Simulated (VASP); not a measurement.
Runs of VASP 6.6.1 on B. The structure is that of space group Pm-3m (No. 221), or close to it. The cells are those of the table. 

```tsv
task	cell	k mesh	cutoff (eV)	gap on the mesh (eV)	pressure (GPa)
relaxation of cell and atoms	relaxed from a = 1.920 Å, 1 atom	16 × 16 × 16	600	none	0.0
single point	a = 1.888 Å, 1 atom	19 × 19 × 19	520	none	-8.7
single point	a = 1.912 Å, 1 atom	19 × 19 × 19	520	none	-16.3
single point	a = 1.935 Å, 1 atom	19 × 19 × 19	520	none	-22.7
single point	a = 1.812 Å, 1 atom	19 × 19 × 19	520	none	24.9
single point	a = 1.864 Å, 1 atom	19 × 19 × 19	520	none	(b)
single point	a = 1.864 Å, 1 atom	27 × 27 × 27	520	none	(a)
single point	a = 1.838 Å, 1 atom	19 × 19 × 19	520	none	11.6
```

Alike in all rows: level LDA; potentials or basis VASP PAW LDA potentials, release 64 (B); no spin polarisation; smearing fermi-dirac 0.1 eV.

Q: Estimate the missing entries.

A: (a) 0.9; (b) 0.6.

A gap of «none» marks levels without a gap at the run's occupations.
